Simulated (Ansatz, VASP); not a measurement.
**CrB5 in VASP and in Ansatz**

```
Cr B
1.0
     0.00000    2.70200    2.70200
     2.70200    0.00000    2.70200
     2.70200    2.70200    0.00000
Cr B
1 5
Direct
  0.00000 0.00000 0.00000
  0.25000 0.25000 0.25000
  0.62458 0.62458 0.62458
  0.12626 0.62458 0.62458
  0.62458 0.62458 0.12626
  0.62458 0.12626 0.62458
```

Change from the starting cell: species swapped into the ZrCu5 type (F-43m, No. 216).

Alike in both runs: functional PBE; k mesh 12 × 12 × 12; occupations gaussian, width 0.1 eV; no spin polarisation.

Ansatz relaxed the structure, and its values are those at the end. VASP's run is a single point on that final structure, the one shown.

|  | VASP | Ansatz |
| --- | --- | --- |
| version | VASP 6.6.1 | Ansatz 0.2.0 |
| potentials or method | VASP PAW PBE potentials, release 64 (Cr_pv, B), cutoff 500 eV | scalar-relativistic, plane waves, PAW |
| valence electrons in the cell | 27 | 29 |

Ansatz gave:

| Item | Value |
| --- | --- |
| gap on the k mesh at the Fermi level (eV) | none |
| pressure (GPa) | 0.0 |

Question: What did VASP give for the same quantities?

Answer: gap on the k mesh at the Fermi level (eV): none; pressure (GPa): -0.1.

A gap of «none» marks a metal or a gap that the smearing closes. VASP's potentials hold 27 valence electrons a cell and Ansatz's 29, so a difference there can come from the potentials and not from the codes.
